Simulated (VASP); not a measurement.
# Na (P6_3/mmc) in VASP: a series of runs

Runs on Na. Level: LDA. Tasks: single point.

All numbers are computed with VASP 6.6.1; they aren't measurements. Logs are shortened: lines on timing, memory, paths and dates and some standing lists are left out, and cuts for length are marked.

## (1) The cell of the first run

Symmetry: P6_3/mmc, No. 194, hexagonal system. Conventional cell: a = 3.873 Å, b = 3.873 Å, c = 5.821 Å, α = 90.00°, β = 90.00°, γ = 120.00°. Na (site symmetry -6m2) has 12 Na at 3.67 to 3.87 Å within 4.8 Å.

## (2) Single point, LDA

Input file INCAR:

```
SYSTEM = Na
ALGO = Fast ; EDIFF = 1E-7
ENCUT = 520 ; ISIF = 2
ISMEAR = 0 ; LASPH = .TRUE.
LCHARG = .FALSE. ; LREAL = .FALSE.
LWAVE = .FALSE. ; NBANDS = 14
NELM = 80 ; PREC = Accurate
SIGMA = 0.15
```

Input file KPOINTS:

```
k-points
0
G
  18 18 10
  0 0 0
```

Input file POSCAR:

```
Na
1.0
    3.8731691091      0.0000000000      0.0000000000
   -1.9365845546      3.3542628417      0.0000000000
    0.0000000000      0.0000000000      5.8212472191
Na
2
Direct
    0.3333333333      0.6666666667      0.2500000000
    0.6666666667      0.3333333333      0.7500000000
```

Potentials or basis: VASP PAW LDA potentials, release 64 (Na_pv).

Command:

```console
cat potpaw_LDA.64/Na_pv/POTCAR > POTCAR
mpirun -np 1 vasp_std > vasp.out
```

OUTCAR:

```text
SYSTEM = Na
   EDIFF = 1E-7
   ENCUT = 520
   ISIF = 2
   ISMEAR = 0
   LASPH = .TRUE.
   LREAL = .FALSE.
   NELM = 80
   PREC = Accurate

 ion  position               nearest neighbor table
   1  0.333  0.667  0.250-
   2  0.667  0.333  0.750-

  LATTYP: Found a hexagonal cell.
 ALAT       =     3.8731691091
 C/A-ratio  =     1.5029674809

  Lattice vectors:

 A1 = (   3.8731691091,   0.0000000000,   0.0000000000)
 A2 = (  -1.9365845546,   3.3542628417,   0.0000000000)
 A3 = (   0.0000000000,   0.0000000000,   5.8212472191)

Analysis of symmetry for initial positions (statically):
=====================================================================
 Subroutine PRICEL returns:
 Original cell was already a primitive cell.

 Routine SETGRP: Setting up the symmetry group for a
 hexagonal supercell.

 Subroutine GETGRP returns: Found 24 space group operations
 (whereof 12 operations were pure point group operations)
 out of a pool of 24 trial point group operations.

The static configuration has the point symmetry D_3d.
 The point group associated with its full space group is D_6h.

Analysis of symmetry for dynamics (positions and initial velocities):
=====================================================================
 Subroutine PRICEL returns:
 Original cell was already a primitive cell.

 Routine SETGRP: Setting up the symmetry group for a
 hexagonal supercell.

 Subroutine GETGRP returns: Found 24 space group operations
 (whereof 12 operations were pure point group operations)
 out of a pool of 24 trial point group operations.

The dynamic configuration has the point symmetry D_3d.
 The point group associated with its full space group is D_6h.

 Subroutine INISYM returns: Found 24 space group operations
 (whereof 12 operations are pure point group operations),
 and found     1 'primitive' translations

----------------------------------------------------------------------------------------

                                     Primitive cell

  volume of cell :      75.6275

  direct lattice vectors                    reciprocal lattice vectors
     3.873169109  0.000000000  0.000000000     0.258186506  0.149064049  0.000000000
    -1.936584555  3.354262842  0.000000000     0.000000000  0.298128098  0.000000000
     0.000000000  0.000000000  5.821247219     0.000000000  0.000000000  0.171784493

  length of vectors
     3.873169109  3.873169109  5.821247219     0.298128098  0.298128098  0.171784493

  position of ions in fractional coordinates (direct lattice)
     0.333333333  0.666666667  0.250000000
     0.666666667  0.333333333  0.750000000

  ion indices of the primitive-cell ions
   primitive index   ion index
                 1           1
                 2           2

----------------------------------------------------------------------------------------

 KPOINTS: k-points

Automatic generation of k-mesh.
 Grid dimensions read from file:
 generate k-points for:   18   18   10

 Generating k-lattice:

  Cartesian coordinates                     Fractional coordinates (reciprocal lattice)
     0.014343695  0.008281336  0.000000000     0.055555556  0.000000000  0.000000000
     0.000000000  0.016562672  0.000000000     0.000000000  0.055555556  0.000000000
     0.000000000  0.000000000  0.017178449     0.000000000  0.000000000  0.100000000

  Length of vectors
     0.016562672  0.016562672  0.017178449

  Shift w.r.t. Gamma in fractional coordinates (k-lattice)
     0.000000000  0.000000000  0.000000000

 Subroutine IBZKPT returns following result:
 ===========================================

 Found    222 irreducible k-points:

 Following reciprocal coordinates:
            Coordinates               Weight
  0.000000  0.000000  0.000000      1.000000
  0.055556  0.000000  0.000000      6.000000
  0.111111  0.000000  0.000000      6.000000
  0.166667  0.000000  0.000000      6.000000
  0.222222  0.000000  0.000000      6.000000
  0.277778  0.000000  0.000000      6.000000
[... 16 lines left out ...]
  0.333333  0.111111  0.000000     12.000000
  0.388889  0.111111  0.000000     12.000000
 [... further k-points ...]
   k-points           NKPTS =    222   k-points in BZ     NKDIM =    222   number of bands    NBANDS=     14
   number of dos      NEDOS =    301   number of ions     NIONS =      2
   total plane-waves  NPLWV =  43200
   dimension x,y,z NGX =    30 NGY =   30 NGZ =   48
   dimension x,y,z NGXF=    60 NGYF=   60 NGZF=   96
   ions per type =               2
   NGX,Y,Z   is equivalent  to a cutoff of  12.88, 12.88, 13.71 a.u.
   NGXF,Y,Z  is equivalent  to a cutoff of  25.75, 25.75, 27.42 a.u.
 SYSTEM =  Na
   PREC   = accura    normal or accurate (medium, high low for compatibility)
   ISTART =      0    job   : 0-new  1-cont  2-samecut
   ICHARG =      2    charge: 1-file 2-atom 10-const
   ISPIN  =      1    spin polarized calculation?
   LNONCOLLINEAR =      F non collinear calculations
   LSORBIT =      F    spin-orbit coupling
   LASPH  =      T    aspherical Exc in radial PAW
   ENCUT  =  520.0 eV  38.22 Ry    6.18 a.u.   7.20  7.20 10.82*2*pi/ulx,y,z
   NELM   =     80;   NELMIN=  2; NELMDL= -5     # of ELM steps
   EDIFF  = 0.1E-06   stopping-criterion for ELM
   LREAL  =      F    real-space projection
   EDIFFG = 0.1E-05   stopping-criterion for IOM
   NSW    =      0    number of steps for IOM
   IBRION =     -1    ionic relax: 0-MD 1-quasi-New 2-CG
   NFREE  =      0    steps in history (QN), initial steepest desc. (CG)
   ISIF   =      2    stress and relaxation
   ISYM   =      2    0-nonsym 1-usesym 2-fastsym
   POTIM  = 0.5000    time-step for ionic-motion
   TEBEG  =    0.0;   TEEND  =   0.0 temperature during run
   PSTRESS=    0.0 pullay stress
   NELECT =      14.0000    total number of electrons
   NUPDOWN=      -1.0000    fix difference up-down
   EMIN   =  10.00;   EMAX   =-10.00  energy-range for DOS
   EFERMI =   0.00;   METHOD = LEGACY
   ISMEAR =     0;   SIGMA  =   0.15  broadening in eV -4-tet -1-fermi 0-gaus
   EFERMI_NEDOS =   21; number of points for ismear=-14 and -15
   IALGO  =     68    algorithm
   IMIX   =      4    mixing-type and parameters
     AMIX     =   0.40;   BMIX     =  1.00
     AMIX_MAG =   1.60;   BMIX_MAG =  1.00
  volume/ion in A,a.u.               =      37.81       255.18
  Fermi-wavevector in a.u.,A,eV,Ry     =   0.933020  1.763152 11.844231  0.870526
  Thomas-Fermi vector in A             =   2.059678
   LORBIT       =      0    0 simple, 1 ext, 2 COOP (PROOUT), +10 PAW based schemes
   GGA     = CA    functional components
   LHFCALC =     F    Hartree Fock is set to
   AEXX    =    0.0000 exact exchange contribution
   IVDW    =     0    specifies the selected vdW correction
   LEPSILON=     F    determine dielectric tensor
   LRPA    =     F    only Hartree local field effects (RPA)
 non-spin polarized calculation
 RMM-DIIS sequential band-by-band and
 Gauss-broadening in eV      SIGMA  =   0.15
  energy-cutoff  :      520.00
  volume of cell :       75.63
 maximum number of plane-waves:      2073
 NGX is ok and might be reduce to    30

 number of electron      13.9999996 magnetization

 Free energy of the ion-electron system (eV)
  ---------------------------------------------------
  ext. energy  EPLUGINS =         0.00000000
  ---------------------------------------------------
  free energy    TOTEN  =        -2.87726399 eV

  energy without entropy =       -2.86571405  energy(sigma->0) =       -2.87148902

 E-fermi :   0.1044     XC(G=0):  -6.6711

 val. band max:        0.1000535829   @ k =   0.2778   0.2222   0.4000
 cond. band min:       0.1265244394   @ k =   0.3333   0.1111   0.5000
 fundamental gap:      0.0264708565
 Fermi energy:         0.1043743558

 k-point     1 :       0.0000    0.0000    0.0000
  band No.  band energies     occupation
      1     -24.8964      2.00000
      2     -24.8626      2.00000
      3     -24.8626      2.00000
      4     -24.8559      2.00000
      5     -24.8553      2.00000
      6     -24.8553      2.00000
      7      -3.1362      2.00000
      8       1.0721      0.00000
      9       1.5164      0.00000
     10       9.2913      0.00000
     11       9.2913      0.00000
     12       9.4586      0.00000
     13       9.4586      0.00000
     14      10.2330      0.00000

 k-point     2 :       0.0556    0.0000    0.0000
  band No.  band energies     occupation
      1     -24.8961      2.00000
      2     -24.8632      2.00000
      3     -24.8628      2.00000
      4     -24.8561      2.00000
      5     -24.8559      2.00000
      6     -24.8553      2.00000
      7      -3.0935      2.00000
      8       1.1097      0.00000
      9       1.5576      0.00000
     10       8.3154      0.00000
     11       8.7674      0.00000
     12       9.3080      0.00000
     13      10.0482      0.00000
     14      10.8902      0.00000

 k-point     3 :       0.1111    0.0000    0.0000
  band No.  band energies     occupation
      1     -24.8950      2.00000
      2     -24.8647      2.00000
      3     -24.8634      2.00000
      4     -24.8576      2.00000
      5     -24.8567      2.00000
      6     -24.8555      2.00000
      7      -2.9658      2.00000
      8       1.2223      0.00000
      9       1.6803      0.00000
     10       7.1162      0.00000
     11       8.2381      0.00000
     12       8.7605      0.00000
     13      10.7615      0.00000
     14      10.7827      0.00000

 k-point     4 :       0.1667    0.0000    0.0000
  band No.  band energies     occupation
      1     -24.8934      2.00000
      2     -24.8672      2.00000
      3     -24.8644      2.00000
      4     -24.8602      2.00000
      5     -24.8577      2.00000
      6     -24.8558      2.00000
      7      -2.7536      2.00000
      8       1.4102      0.00000
      9       1.8815      0.00000
     10       5.9539      0.00000
     11       7.7783      0.00000
     12       8.2001      0.00000
     13       9.6338      0.00000
     14      10.7517      0.00000

 k-point     5 :       0.2222    0.0000    0.0000
  band No.  band energies     occupation
      1     -24.8912      2.00000
      2     -24.8702      2.00000
      3     -24.8655      2.00000
      4     -24.8633      2.00000
      5     -24.8590      2.00000
      6     -24.8562      2.00000
      7      -2.4580      2.00000
      8       1.6736      0.00000
      9       2.1528      0.00000
     10       4.8594      0.00000
     11       7.3897      0.00000
[... 276 lines left out ...]
 k-point    22 :       0.2778    0.1111    0.0000
  band No.  band energies     occupation
      1     -24.8851      2.00000
      2     -24.8761      2.00000
      3     -24.8716      2.00000
      4     -24.8668      2.00000
      5     -24.8633      2.00000
      6     -24.8584      2.00000
      7      -1.4978      2.00000
      8       2.5422      0.00000
      9       2.5921      0.00000
     10       3.3917      0.00000
     11       5.0636      0.00000
     12       6.6603      0.00000
     13       7.5383      0.00000
     14       8.7385      0.00000

 k-point    23 :       0.3333    0.1111    0.0000
  band No.  band energies     occupation
      1     -24.8825      2.00000
      2     -24.8786      2.00000
      3     -24.8727      2.00000
      4     -24.8686      2.00000
      5     -24.8653      2.00000
      6     -24.8589      2.00000
      7      -0.9623      2.00000
      8       1.8845      0.00000
      9       3.0348      0.00000
     10       3.6534      0.00000
     11       4.8817      0.00000
     12       5.7817      0.00000
     13       6.7793      0.00000
     14       8.5411      0.00000

 k-point    24 :       0.3889    0.1111    0.0000
  band No.  band energies     occupation
      1     -24.8803      2.00000
      2     -24.8802      2.00000
      3     -24.8734      2.00000
      4     -24.8698      2.00000
      5     -24.8670      2.00000
      6     -24.8592      2.00000
      7      -0.3509      1.99998
      8       1.0845      0.00000
      9       3.6041      0.00000
     10       4.0449      0.00000
     11       4.8082      0.00000
     12       4.9799      0.00000
     13       6.1331      0.00000
     14       8.4230      0.00000

 [... further k-points ...]
[... 5 lines left out ...]
  --------------------------------------------------------------------------------------
  -------------------------------------------------------------------------------------
  Total       -0.5157306     -0.5157306     -0.1593715      0.0000000      0.0000000      0.0000000
  in kB      -10.9258171    -10.9258171     -3.3763045      0.0000000      0.0000000      0.0000000
  external PRESSURE =      -8.4093129 kB  Pullay stress =       0.0000000 kB

 VOLUME and BASIS-vectors are now :
 -----------------------------------------------------------------------------
  energy-cutoff  :      520.00
  volume of cell :       75.63
      direct lattice vectors                 reciprocal lattice vectors
     3.873169109  0.000000000  0.000000000     0.258186506  0.149064049  0.000000000
    -1.936584555  3.354262842  0.000000000     0.000000000  0.298128098  0.000000000
     0.000000000  0.000000000  5.821247219     0.000000000  0.000000000  0.171784493

 POSITION                                       TOTAL-FORCE (eV/Angst)
 -----------------------------------------------------------------------------------
     -0.00000      2.23618      1.45531        -0.000000      0.000000     -0.000000
      1.93658      1.11809      4.36594         0.000000     -0.000000      0.000000
 -----------------------------------------------------------------------------------
    total drift:                               -0.000000      0.000000      0.000000

  FREE ENERGIE OF THE ION-ELECTRON SYSTEM (eV)
  ---------------------------------------------------
  free  energy   TOTEN  =        -2.8772639916 eV

  energy  without entropy=       -2.8657140546  energy(sigma->0) =       -2.87148902
```

Wall time 3.5 min (1 thread of Intel Xeon Platinum 8488C (Sapphire Rapids), shared host); peak memory 0.28 GiB.

What came out:

```
Free energy            : -2.8773 eV
Pressure               : -0.8 GPa
Band gap on the k mesh : zero (band 7 reaches 2.02 eV, above the bottom of band 8 at -2.00 eV)
```

Stress tensor (GPa, compression positive):
```
-1.09  0.00  0.00
 0.00 -1.09  0.00
 0.00  0.00 -0.34
```

Levels at points of the mesh, in eV from the Fermi level:
```csv
k point,band 4,band 5,band 6,band 7,band 8,band 9,band 10,band 11
"(0.00, 0.00, 0.00)",-24.96,-24.96,-24.96,-3.24,0.97,1.41,9.19,9.19
"(0.50, 0.00, 0.00)",-24.97,-24.97,-24.96,0.10,0.11,3.99,4.08,4.62
"(0.00, 0.00, 0.50)",-24.96,-24.96,-24.96,-2.11,-2.11,6.38,6.38,9.85
"(0.50, 0.00, 0.50)",-24.97,-24.97,-24.97,1.00,1.00,1.40,1.40,7.35
```

## (3) Single point, LDA

This run uses another cell than the first one, of the same volume but with other edges.

Input file INCAR:

```
SYSTEM = Na
ALGO = Fast
EDIFF = 1E-7
ENCUT = 520
GGA = CA
ISIF = 2
ISMEAR = 0
LASPH = .True.
LCHARG = .True.
LELF = .True.
LREAL = .False.
LVHAR = .True.
LWAVE = .False.
NBANDS = 14
NELM = 80
PREC = Accurate
SIGMA = 0.15
```

Input file KPOINTS:

```
k-points
0
Gamma
  18 18 10
  0 0 0
```

Input file POSCAR:

```
Na
1.0
    3.6492042627      0.0000000000      0.0000000000
   -1.8246021313      3.1603035951      0.0000000000
    0.0000000000      0.0000000000      6.5577161651
Na
2
Direct
    0.3333333333      0.6666666667      0.2500000000
    0.6666666667      0.3333333333      0.7500000000
```

Potentials or basis: VASP PAW LDA potentials, release 64 (Na_pv).

Command:

```console
cat potpaw_LDA.64/Na_pv/POTCAR > POTCAR
mpirun -np 1 vasp_std > vasp.out
```

It took 2.6 min on 1 thread of Intel Xeon Platinum 8488C (Sapphire Rapids), shared host; peak memory 0.28 GiB.

The run converged. Its results:

- Free energy: -2.8721 eV
- Pressure: -0.9 GPa
- Band gap on the k mesh: zero (band 7 reaches 2.34 eV, above the bottom of band 8 at -2.24 eV)

Stress tensor (GPa, compression positive):
```
-0.50  0.00  0.00
 0.00 -0.50  0.00
 0.00  0.00 -1.59
```

Levels at points of the mesh, in eV from the Fermi level:
```
           k point  band 4  band 5  band 6  band 7  band 8  band 9  band 10  band 11
(0.00, 0.00, 0.00)  -24.96  -24.96  -24.96   -3.23    0.22    0.33     9.58    10.40
(0.50, 0.00, 0.00)  -24.97  -24.97  -24.96    0.46    0.58    3.72     3.73     3.88
(0.00, 0.00, 0.50)  -24.96  -24.96  -24.96   -2.34   -2.34    4.45     4.45    11.12
(0.50, 0.00, 0.50)  -24.97  -24.96  -24.96    1.16    1.16    1.61     1.61     7.46
```

## (4) Single point, LDA

This run uses another cell than the first one, of the same volume but with other edges.

Input file INCAR:

```
SYSTEM = Na
ALGO = Fast
EDIFF = 1E-6
ENCUT = 520
GGA = CA
ISIF = 2
ISMEAR = 0
LASPH = .True.
LCHARG = .False.
LREAL = .False.
LWAVE = .False.
NBANDS = 14
NELM = 60
PREC = Accurate
SIGMA = 0.15
```

KPOINTS is that of step 3.

Input file POSCAR:

```
Na
1.0
    3.8186101642      0.0000000000      0.0000000000
   -1.9093050821      3.3070134093      0.0000000000
    0.0000000000      0.0000000000      5.9887793729
Na
2
Direct
    0.3333333333      0.6666666667      0.2500000000
    0.6666666667      0.3333333333      0.7500000000
```

Command:

```console
cat potpaw_LDA.64/Na_pv/POTCAR > POTCAR
mpirun -np 1 vasp_std > vasp.out
```

Wall time 2.1 min (1 thread of Intel Xeon Platinum 8488C (Sapphire Rapids), shared host); peak memory 0.28 GiB.

Results (log left out):

* Free energy: -2.8851 eV
* Pressure: -0.9 GPa
* Band gap on the k mesh: zero (band 7 reaches 2.09 eV, above the bottom of band 8 at -2.06 eV)

Stress tensor (GPa, compression positive):
```
-1.05  0.00  0.00
 0.00 -1.05  0.00
 0.00  0.00 -0.66
```

Levels at points of the mesh, in eV from the Fermi level:
```tsv
k point	band 3	band 4	band 5	band 6	band 7	band 8	band 9	band 10	band 11	band 12
(0.00, 0.00, 0.00)	-24.97	-24.96	-24.96	-24.96	-3.25	0.76	1.14	9.51	9.51	9.73
(0.50, 0.00, 0.00)	-24.98	-24.97	-24.97	-24.96	0.18	0.22	3.89	3.96	4.42	4.58
(0.00, 0.00, 0.50)	-24.96	-24.96	-24.96	-24.96	-2.17	-2.17	5.88	5.88	10.13	10.13
(0.50, 0.00, 0.50)	-24.97	-24.97	-24.97	-24.97	1.03	1.03	1.43	1.43	7.58	7.58
```

## (5) Summary

| cell | further INCAR settings | gap on the mesh (eV) | pressure (GPa) |
| --- | --- | --- | --- |
| a = 3.873, b = 3.873, c = 5.821 Å, angles 90.0, 90.0, 120.0°, 2 atoms | ALGO = Fast; EDIFF = 1e-07; NBANDS = 14 | none | -0.8 |
| a = 3.649, b = 3.649, c = 6.558 Å, angles 90.0, 90.0, 120.0°, 2 atoms | ALGO = Fast; EDIFF = 1e-07; NBANDS = 14 | none | -0.9 |
| a = 3.819, b = 3.819, c = 5.989 Å, angles 90.0, 90.0, 120.0°, 2 atoms | ALGO = Fast; EDIFF = 1e-06; NBANDS = 14 | none | -0.9 |

Alike in all rows: task single point; level LDA; potentials or basis VASP PAW LDA potentials, release 64 (Na_pv); no spin polarisation; k mesh 18 × 18 × 10; cutoff (eV) 520; smearing gaussian 0.15 eV.

Absolute energies hang on the potentials; compare differences alone.
